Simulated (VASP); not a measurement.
Ir: single point with PBE

The system is Ir.

```
Ir
1.0
     0.00000    1.93521    1.93521
     1.93521    0.00000    1.93521
     1.93521    1.93521    0.00000
Ir
1
Direct
  0.00000 0.00000 0.00000
```

| Item | Value |
| --- | --- |
| Program | VASP 6.6.1 |
| Task | single point |
| Functional | PBE |
| Potentials or basis | VASP PAW PBE potentials, release 64 (Ir) |
| Cutoff | 520 eV |
| k mesh | 18 × 18 × 18 |
| Occupations | gaussian, width 0.1 eV |
| Spin | no spin polarisation |
| Dipole correction | no |
| Further INCAR settings | ALGO = Fast; EDIFF = 1e-07; NBANDS = 10 |

```yaml
Pressure: 0.5 GPa
```

Levels at points of the mesh, in eV from the Fermi level:
| k point | band 2 | band 3 | band 4 | band 5 | band 6 | band 7 |
| --- | --- | --- | --- | --- | --- | --- |
| (0.00, 0.00, 0.00) | -3.77 | -3.77 | -3.77 | -1.19 | -1.19 | 14.34 |
| (0.50, 0.00, 0.00) | -3.87 | -3.87 | -0.73 | 0.82 | 0.82 | 6.99 |
| (0.50, 0.50, 0.00) | -7.11 | 0.79 | 1.38 | 1.38 | 1.67 | 10.15 |

It took 75 s on 1 thread of AMD EPYC 7R43 64-Core Processor (Zen 3), on a shared host, peak memory 0.11 GiB.

Caveat: spin-orbit coupling is left out, which moves the levels of the heavy elements.
